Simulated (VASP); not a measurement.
Wanted: the native input for a VASP 6.6.1 run.

* Task: relaxation of cell and atoms
* Functional: LDA
* Potentials or basis: VASP PAW LDA potentials, release 64 (Ir)
* Cutoff: 600 eV
* k mesh: 19 × 19 × 19
* Occupations: fermi-dirac, width 0.08 eV
* Spin: no spin polarisation
* Target pressure: 68 GPa
* Dipole correction: no
* Further INCAR settings: ALGO = Normal; EDIFF = 1e-06; IBRION = 2; EDIFFG = -0.005; NSW = 60; ISIF = 3

The structure of Ir lies in POSCAR:

```
Ir
1.0
   -1.4516517028      1.4516517028      1.4516517028
    1.4516517028     -1.4516517028      1.4516517028
    1.4516517028      1.4516517028     -1.4516517028
Ir
1
Direct
    0.0000000000      0.0000000000      0.0000000000
```

This isn't the form of Ir at room conditions, which is fcc.

One way to write it, as run:

INCAR

```
PREC = Accurate
ENCUT = 600
EDIFF = 1E-6
ISMEAR = -1
SIGMA = 0.08
LREAL = F
LASPH = T
NELM = 60
ALGO = Normal
ISIF = 3
LWAVE = F
LCHARG = F
GGA = CA
IBRION = 2
NSW = 60
EDIFFG = -0.005
PSTRESS = 680.0
```

KPOINTS

```
Automatic mesh
0
Gamma
  19 19 19
```

Potentials or basis: VASP PAW LDA potentials, release 64 (Ir).

Launch:

```console
$ cat potpaw_LDA.64/Ir/POTCAR > POTCAR
$ mpirun -np 1 vasp_std > vasp.out
```

It gave:

The relaxed volume is 12.60 Å³/atom and the relaxed cell is a = 2.539 Å, b = 2.539 Å, c = 2.539 Å, α = 109.47°, β = 109.47°, γ = 109.47°. The space group after relaxing (to 0.1 Å) is Im-3m (No. 229). The energy change on relaxing (the run minimises the enthalpy) is -175.8 meV/atom and the ionic steps are 14. The pressure after relaxing is 68.1 GPa and the band gap on the k mesh is zero (an odd number of electrons rules out a gap without spin polarisation).

Caveat: the cell is relaxed towards a set pressure, so the run minimises the enthalpy, not the energy; spin-orbit coupling is left out, which moves the levels of the heavy elements.

It took 49 s on 1 thread of Intel(R) Xeon(R) Platinum 8488C (Sapphire Rapids) (shared host), peak memory 0.15 GiB.
